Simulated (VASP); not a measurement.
# Cd (Fm-3m) in VASP: further runs

The runs below take Cd through single point, with LDA.

All numbers are computed with VASP 6.6.1; they aren't measurements. Logs are shortened: lines on timing, memory, paths and dates and some standing lists are left out, and cuts for length are marked.

### 1 The cell of the first run

The structure is cubic, space group Fm-3m (No. 225). The conventional cell has a = 4.184 Å, b = 4.184 Å, c = 4.184 Å, α = 90.00°, β = 90.00°, γ = 90.00°. Cd (site symmetry m-3m) has 12 Cd at 2.96 Å within 3.9 Å.

### 2 Single point, LDA (volume scaled by 0.917, to set the pressure)

Contents of INCAR:

```
SYSTEM = Cd
  PREC = Accurate
  ENCUT = 520
  EDIFF = 1E-7
  ISMEAR = -1
  SIGMA = 0.08
  LREAL = .False.
  LASPH = .True.
  NELM = 80
  ALGO = Normal
  ISIF = 2
  LWAVE = .False.
  LCHARG = .False.
  GGA = CA
  NBANDS = 12
```

Contents of KPOINTS:

```
regular mesh
0
Gamma
  16 16 16
  0 0 0
```

Contents of POSCAR:

```
Cd
1.0
    0.0000000000      2.0918989404      2.0918989404
    2.0918989404      0.0000000000      2.0918989404
    2.0918989404      2.0918989404      0.0000000000
Cd
1
Direct
    0.0000000000      0.0000000000      0.0000000000
```

Potentials or basis: VASP PAW LDA potentials, release 64 (Cd).

The run is started by

```console
$ cat potpaw_LDA.64/Cd/POTCAR > POTCAR
$ mpirun -np 1 vasp_std > vasp.out
```

OUTCAR:

```text
SYSTEM = Cd
   PREC = Accurate
   ENCUT = 520
   EDIFF = 1E-7
   ISMEAR = -1
   LREAL = .False.
   LASPH = .True.
   NELM = 80
   ISIF = 2
   GGA = CA

 ion  position               nearest neighbor table
   1  0.000  0.000  0.000-

  LATTYP: Found a face centered cubic cell.
 ALAT       =     4.1837978808

  Lattice vectors:

 A1 = (   0.0000000000,   2.0918989404,   2.0918989404)
 A2 = (   2.0918989404,   0.0000000000,   2.0918989404)
 A3 = (   2.0918989404,   2.0918989404,   0.0000000000)

Analysis of symmetry for initial positions (statically):
=====================================================================
 Subroutine PRICEL returns:
 Original cell was already a primitive cell.

 Routine SETGRP: Setting up the symmetry group for a
 face centered cubic supercell.

 Subroutine GETGRP returns: Found 48 space group operations
 (whereof 48 operations were pure point group operations)
 out of a pool of 48 trial point group operations.

The static configuration has the point symmetry O_h .

Analysis of symmetry for dynamics (positions and initial velocities):
=====================================================================
 Subroutine PRICEL returns:
 Original cell was already a primitive cell.

 Routine SETGRP: Setting up the symmetry group for a
 face centered cubic supercell.

 Subroutine GETGRP returns: Found 48 space group operations
 (whereof 48 operations were pure point group operations)
 out of a pool of 48 trial point group operations.

The dynamic configuration has the point symmetry O_h .

 Subroutine INISYM returns: Found 48 space group operations
 (whereof 48 operations are pure point group operations),
 and found     1 'primitive' translations

----------------------------------------------------------------------------------------

                                     Primitive cell

  volume of cell :      18.3085

  direct lattice vectors                    reciprocal lattice vectors
     0.000000000  2.091898940  2.091898940    -0.239017283  0.239017283  0.239017283
     2.091898940  0.000000000  2.091898940     0.239017283 -0.239017283  0.239017283
     2.091898940  2.091898940  0.000000000     0.239017283  0.239017283 -0.239017283

  length of vectors
     2.958391853  2.958391853  2.958391853     0.413990077  0.413990077  0.413990077

  position of ions in fractional coordinates (direct lattice)
     0.000000000  0.000000000  0.000000000

  ion indices of the primitive-cell ions
   primitive index   ion index
                 1           1

----------------------------------------------------------------------------------------

 KPOINTS: regular mesh

Automatic generation of k-mesh.
 Grid dimensions read from file:
 generate k-points for:   16   16   16

 Generating k-lattice:

  Cartesian coordinates                     Fractional coordinates (reciprocal lattice)
    -0.014938580  0.014938580  0.014938580     0.062500000  0.000000000  0.000000000
     0.014938580 -0.014938580  0.014938580     0.000000000  0.062500000  0.000000000
     0.014938580  0.014938580 -0.014938580     0.000000000  0.000000000  0.062500000

  Length of vectors
     0.025874380  0.025874380  0.025874380

  Shift w.r.t. Gamma in fractional coordinates (k-lattice)
     0.000000000  0.000000000  0.000000000

 Subroutine IBZKPT returns following result:
 ===========================================

 Found    145 irreducible k-points:

 Following reciprocal coordinates:
            Coordinates               Weight
  0.000000  0.000000  0.000000      1.000000
  0.062500  0.000000  0.000000      8.000000
  0.125000  0.000000  0.000000      8.000000
  0.187500  0.000000  0.000000      8.000000
  0.250000  0.000000  0.000000      8.000000
  0.312500  0.000000  0.000000      8.000000
[... 16 lines left out ...]
 -0.125000  0.062500  0.000000     24.000000
 -0.062500  0.062500  0.000000     12.000000
 [... further k-points ...]
   k-points           NKPTS =    145   k-points in BZ     NKDIM =    145   number of bands    NBANDS=     12
   number of dos      NEDOS =    301   number of ions     NIONS =      1
   total plane-waves  NPLWV =  13824
   dimension x,y,z NGX =    24 NGY =   24 NGZ =   24
   dimension x,y,z NGXF=    48 NGYF=   48 NGZF=   48
   ions per type =               1
   NGX,Y,Z   is equivalent  to a cutoff of  13.49, 13.49, 13.49 a.u.
   NGXF,Y,Z  is equivalent  to a cutoff of  26.97, 26.97, 26.97 a.u.
 SYSTEM =  Cd
   PREC   = accura    normal or accurate (medium, high low for compatibility)
   ISTART =      0    job   : 0-new  1-cont  2-samecut
   ICHARG =      2    charge: 1-file 2-atom 10-const
   ISPIN  =      1    spin polarized calculation?
   LNONCOLLINEAR =      F non collinear calculations
   LSORBIT =      F    spin-orbit coupling
   LASPH  =      T    aspherical Exc in radial PAW
   ENCUT  =  520.0 eV  38.22 Ry    6.18 a.u.   5.50  5.50  5.50*2*pi/ulx,y,z
   NELM   =     80;   NELMIN=  2; NELMDL= -5     # of ELM steps
   EDIFF  = 0.1E-06   stopping-criterion for ELM
   LREAL  =      F    real-space projection
   EDIFFG = 0.1E-05   stopping-criterion for IOM
   NSW    =      0    number of steps for IOM
   IBRION =     -1    ionic relax: 0-MD 1-quasi-New 2-CG
   NFREE  =      0    steps in history (QN), initial steepest desc. (CG)
   ISIF   =      2    stress and relaxation
   ISYM   =      2    0-nonsym 1-usesym 2-fastsym
   POTIM  = 0.5000    time-step for ionic-motion
   TEBEG  =    0.0;   TEEND  =   0.0 temperature during run
   PSTRESS=    0.0 pullay stress
   NELECT =      12.0000    total number of electrons
   NUPDOWN=      -1.0000    fix difference up-down
   EMIN   =  10.00;   EMAX   =-10.00  energy-range for DOS
   EFERMI =   0.00;   METHOD = LEGACY
   ISMEAR =    -1;   SIGMA  =   0.08  broadening in eV -4-tet -1-fermi 0-gaus
   EFERMI_NEDOS =   21; number of points for ismear=-14 and -15
   IALGO  =     38    algorithm
   IMIX   =      4    mixing-type and parameters
     AMIX     =   0.40;   BMIX     =  1.00
     AMIX_MAG =   1.60;   BMIX_MAG =  1.00
  volume/ion in A,a.u.               =      18.31       123.55
  Fermi-wavevector in a.u.,A,eV,Ry     =   1.422060  2.687303 27.514440  2.022254
  Thomas-Fermi vector in A             =   2.542804
   LORBIT       =      0    0 simple, 1 ext, 2 COOP (PROOUT), +10 PAW based schemes
   GGA     = CA    functional components
   LHFCALC =     F    Hartree Fock is set to
   AEXX    =    0.0000 exact exchange contribution
   IVDW    =     0    specifies the selected vdW correction
   LEPSILON=     F    determine dielectric tensor
   LRPA    =     F    only Hartree local field effects (RPA)
 non-spin polarized calculation
  energy-cutoff  :      520.00
  volume of cell :       18.31
 maximum number of plane-waves:       531
 NGX is ok and might be reduce to    24
   NGX = 11   NGY = 11   NGZ = 11

 number of electron      12.0000003 magnetization

 Free energy of the ion-electron system (eV)
  ---------------------------------------------------
  ext. energy  EPLUGINS =         0.00000000
  ---------------------------------------------------
  free energy    TOTEN  =        -1.45997691 eV

  energy without entropy =       -1.45172679  energy(sigma->0) =       -1.45585185

 E-fermi :   4.0799     XC(G=0): -12.2862

 val. band max:        3.9948817516   @ k =  -0.3750   0.4375   0.0625
 cond. band min:       4.0822984035   @ k =  -0.3750   0.2500   0.0625
 fundamental gap:      0.0874166519
 Fermi energy:         4.0799065225

 k-point     1 :       0.0000    0.0000    0.0000
  band No.  band energies     occupation
      1      -6.2209      2.00000
      2      -5.6313      2.00000
      3      -5.6313      2.00000
      4      -5.6313      2.00000
      5      -4.9602      2.00000
      6      -4.9602      2.00000
      7      18.5807      0.00000
      8      20.6389      0.00000
      9      20.6389      0.00000
     10      20.6389      0.00000
     11      24.5433      0.00000
     12      24.5433      0.00000

 k-point     2 :       0.0625    0.0000    0.0000
  band No.  band energies     occupation
      1      -6.1117      2.00000
      2      -5.6402      2.00000
      3      -5.6076      2.00000
      4      -5.6076      2.00000
      5      -4.9668      2.00000
      6      -4.9668      2.00000
      7      18.2664      0.00000
      8      19.5360      0.00000
      9      20.5070      0.00000
     10      20.5070      0.00000
     11      24.7659      0.00000
     12      24.7670      0.00000

 k-point     3 :       0.1250    0.0000    0.0000
  band No.  band energies     occupation
      1      -5.9216      2.00000
      2      -5.5490      2.00000
      3      -5.5490      2.00000
      4      -5.5252      2.00000
      5      -4.9755      2.00000
      6      -4.9755      2.00000
      7      16.2621      0.00000
      8      19.0918      0.00000
      9      20.1811      0.00000
     10      20.1811      0.00000
     11      24.3057      0.00000
     12      25.2068      0.00000
[... 286 lines left out ...]
 k-point    23 :      -0.1250    0.0625    0.0000
  band No.  band energies     occupation
      1      -5.8446      2.00000
      2      -5.6103      2.00000
      3      -5.5089      2.00000
      4      -5.3175      2.00000
      5      -5.0420      2.00000
      6      -4.8564      2.00000
      7      15.5027      0.00000
      8      17.4625      0.00000
      9      20.0572      0.00000
     10      21.3754      0.00000
     11      23.2009      0.00000
     12      24.7171      0.00000

 k-point    24 :      -0.0625    0.0625    0.0000
  band No.  band energies     occupation
      1      -5.9498      2.00000
      2      -5.6760      2.00000
      3      -5.5762      2.00000
      4      -5.5289      2.00000
      5      -5.0060      2.00000
      6      -4.9392      2.00000
      7      17.7020      0.00000
      8      18.2606      0.00000
      9      19.9464      0.00000
     10      21.1146      0.00000
     11      24.0280      0.00000
     12      24.6255      0.00000

 [... further k-points ...]
[... 5 lines left out ...]
  --------------------------------------------------------------------------------------
  -------------------------------------------------------------------------------------
  Total        0.9663327      0.9663327      0.9663327     -0.0000000      0.0000000      0.0000000
  in kB       84.5639280     84.5639280     84.5639280     -0.0000000      0.0000000      0.0000000
  external PRESSURE =      84.5639280 kB  Pullay stress =       0.0000000 kB

 VOLUME and BASIS-vectors are now :
 -----------------------------------------------------------------------------
  energy-cutoff  :      520.00
  volume of cell :       18.31
      direct lattice vectors                 reciprocal lattice vectors
     0.000000000  2.091898940  2.091898940    -0.239017283  0.239017283  0.239017283
     2.091898940  0.000000000  2.091898940     0.239017283 -0.239017283  0.239017283
     2.091898940  2.091898940  0.000000000     0.239017283  0.239017283 -0.239017283

 POSITION                                       TOTAL-FORCE (eV/Angst)
 -----------------------------------------------------------------------------------
      0.00000      0.00000      0.00000        -0.000000      0.000000      0.000000
 -----------------------------------------------------------------------------------
    total drift:                               -0.000000      0.000000      0.000000

  FREE ENERGIE OF THE ION-ELECTRON SYSTEM (eV)
  ---------------------------------------------------
  free  energy   TOTEN  =        -1.4599769088 eV

  energy  without entropy=       -1.4517267911  energy(sigma->0) =       -1.45585185
```

Wall time 14 s (1 thread of Intel Xeon 6975P-C, shared host); peak memory 0.15 GiB.

Results:

| Property | Result |
| --- | --- |
| Free energy | -1.4600 eV |
| Pressure | 8.5 GPa |
| Band gap on the k mesh | zero (band 6 reaches 6.22 eV, above the bottom of band 7 at 3.00 eV) |

Caveat: the cell differs from its parent crystal (volume scaled by 0.917, to set the pressure).

### 3 Single point, LDA

Contents of INCAR:

```
PREC = Accurate ; ENCUT = 520
EDIFF = 1E-6 ; ISMEAR = -1
SIGMA = 0.08 ; LREAL = F
LASPH = T ; NELM = 100
ALGO = Normal ; ISIF = 2
LWAVE = F ; LCHARG = F
NBANDS = 12
```

Contents of KPOINTS:

```
Automatic mesh
0
Gamma
  16 16 16
```

POSCAR is that of step 2.

Potentials or basis: VASP PAW LDA potentials, release 64 (Cd).

The run is started by

```console
$ cat potpaw_LDA.64/Cd/POTCAR > POTCAR
$ mpirun -np 1 vasp_std > vasp.out
```

Wall time 15 s (1 thread of Intel Xeon 6975P-C, shared host); peak memory 0.15 GiB.

The run converged. Its results:

```
Free energy            : -1.4600 eV
Pressure               : 8.5 GPa
Band gap on the k mesh : zero (band 6 reaches 6.22 eV, above the bottom of band 7 at 3.00 eV)
```

Levels at points of the mesh, in eV from the Fermi level:
```tsv
k point	band 3	band 4	band 5	band 6	band 7	band 8	band 9	band 10
(0.00, 0.00, 0.00)	-9.71	-9.71	-9.04	-9.04	14.50	16.56	16.56	16.56
(0.50, 0.00, 0.00)	-9.71	-8.50	-8.50	-3.14	-1.08	13.56	14.03	14.03
(0.50, 0.50, 0.00)	-8.53	-8.36	-8.36	-1.38	2.02	7.28	7.28	12.44
```

### 4 Single point, LDA

Contents of INCAR:

```
PREC = Accurate ; ENCUT = 520
EDIFF = 1E-7 ; ISMEAR = -1
SIGMA = 0.08 ; LREAL = F
LASPH = T ; NELM = 60
ALGO = Normal ; ISIF = 2
LWAVE = F ; LCHARG = F
GGA = CA ; NBANDS = 12
```

KPOINTS is that of step 3.

POSCAR is that of step 3.

The run is started by

```console
$ cat potpaw_LDA.64/Cd/POTCAR > POTCAR
$ mpirun -np 1 vasp_std > vasp.out
```

Run time: 14 s. Hardware: 1 thread of Intel Xeon 6975P-C, shared host; peak memory 0.15 GiB.

Results (log left out):

```
Free energy            : -1.4600 eV
Pressure               : 8.5 GPa
Band gap on the k mesh : zero (band 6 reaches 6.22 eV, above the bottom of band 7 at 3.00 eV)
```

Levels at points of the mesh, in eV from the Fermi level:
| k point | band 2 | band 3 | band 4 | band 5 | band 6 | band 7 | band 8 | band 9 | band 10 | band 11 |
| --- | --- | --- | --- | --- | --- | --- | --- | --- | --- | --- |
| (0.00, 0.00, 0.00) | -9.71 | -9.71 | -9.71 | -9.04 | -9.04 | 14.50 | 16.56 | 16.56 | 16.56 | 20.46 |
| (0.50, 0.00, 0.00) | -9.71 | -9.71 | -8.50 | -8.50 | -3.14 | -1.08 | 13.56 | 14.03 | 14.03 | 18.22 |
| (0.50, 0.50, 0.00) | -10.61 | -8.53 | -8.36 | -8.36 | -1.38 | 2.02 | 7.28 | 7.28 | 12.44 | 12.74 |
